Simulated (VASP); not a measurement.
Write the native input for VASP 6.6.1 that does the following.

```yaml
Task: single point
Functional: PBE
Potentials_or_basis: VASP PAW PBE potentials, release 64 (Ru_pv)
Cutoff: 520 eV
k_mesh: 20 × 20 × 20
Occupations: gaussian, width 0.15 eV
Spin: no spin polarisation
Dipole_correction: no
Further_INCAR_settings: ALGO = Fast; EDIFF = 1e-06; NBANDS = 13
```

The structure of Ru lies in POSCAR:

```
Ru
1.0
    0.1333558828      2.0432026321      2.0432026321
    2.0432026321      0.1333558828      2.0432026321
    2.0432026321      2.0432026321      0.1333558828
Ru
1
Direct
    0.0000000000      0.0000000000      0.0000000000
```

The input as run:

INCAR

```
SYSTEM = Ru
  PREC = Accurate
  ENCUT = 520
  EDIFF = 1E-6
  ISMEAR = 0
  SIGMA = 0.15
  LREAL = .False.
  LASPH = .True.
  NELM = 80
  ALGO = Fast
  ISIF = 2
  LWAVE = .False.
  LCHARG = .False.
  GGA = PE
  NBANDS = 13
```

KPOINTS

```
Automatic mesh
0
Gamma
  20 20 20
  0 0 0
```

Potentials or basis: VASP PAW PBE potentials, release 64 (Ru_pv).

Run with:

```console
$ cat potpaw_PBE.64/Ru_pv/POTCAR > POTCAR
$ mpirun -np 1 vasp_std > vasp.out
```

It gave:

| Item | Value |
| --- | --- |
| Pressure | -22.2 GPa |
| Band gap on the k mesh | zero (band 7 reaches 12.37 eV, above the bottom of band 8 at 9.53 eV) |

Run time: 85 s on 1 thread of Intel(R) Xeon(R) Platinum 8488C (Sapphire Rapids), on a shared host, peak memory 0.26 GiB.
